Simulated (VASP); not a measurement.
Here is a VASP 6.6.1 calculation.

The input POSCAR:

```
NaLiCl2
1.0
    1.9103278475      1.1029282970      6.3095024021
   -1.9103278475      1.1029282970      6.3095024021
    0.0000000000     -2.2058565940      6.3095024021
Li Na Cl
1 1 2
Direct
    1.0000000000      0.0000000000      0.0000000000
    0.5000000000      0.5000000000      0.5000000000
    0.2566860802      0.2566860802      0.2566860802
    0.7433139198      0.7433139198      0.7433139198
```

The input INCAR.step1:

```
PREC     = Accurate       # precision mode
ENCUT    = 520            # plane-wave cutoff, eV
ISMEAR   = 0              # smearing method
SIGMA    = 0.01           # smearing width, eV
LREAL    = F              # projectors in reciprocal space
LASPH    = T              # aspherical terms in the spheres
NELM     = 80             # most SCF steps
NBANDS   = 20             # bands
GGA      = PE             # functional
ALGO     = Normal         # electronic algorithm
EDIFF    = 1E-4           # SCF threshold, eV
LWAVE    = T              # write WAVECAR
LCHARG   = F              # write CHGCAR
```

Contents of INCAR.step2:

```
PREC     = Accurate       # precision mode
ENCUT    = 520            # plane-wave cutoff, eV
EDIFF    = 1E-6           # SCF threshold, eV
ISMEAR   = 0              # smearing method
SIGMA    = 0.01           # smearing width, eV
LREAL    = F              # projectors in reciprocal space
LASPH    = T              # aspherical terms in the spheres
NELM     = 80             # most SCF steps
ALGO     = Normal         # electronic algorithm
ISIF     = 2              # what is computed and relaxed
LWAVE    = F              # write WAVECAR
LCHARG   = F              # write CHGCAR
METAGGA  = R2SCAN         # meta-GGA
LMIXTAU  = T            
NBANDS   = 20             # bands
ISTART   = 1
```

The input KPOINTS:

```
regular mesh
0
Gamma
  6 6 6
```

Potentials or basis: VASP PAW PBE potentials, release 64 (Li_sv, Na_pv, Cl).

Command:

```sh
$ cat potpaw_PBE.64/Li_sv/POTCAR potpaw_PBE.64/Na_pv/POTCAR potpaw_PBE.64/Cl/POTCAR > POTCAR
$ cp INCAR.step1 INCAR
$ mpirun -np 1 vasp_std > vasp.out
$ cp INCAR.step2 INCAR
$ mpirun -np 1 vasp_std > vasp.out
```

(1) Predict the band gap on the k mesh.

(2) Predict the largest force.

## Answers

(1) 6.33 eV, direct.

(2) 0.003 eV/Å.

Caveat: the PAW data sets were made with another functional, which shifts forces and pressure a little.
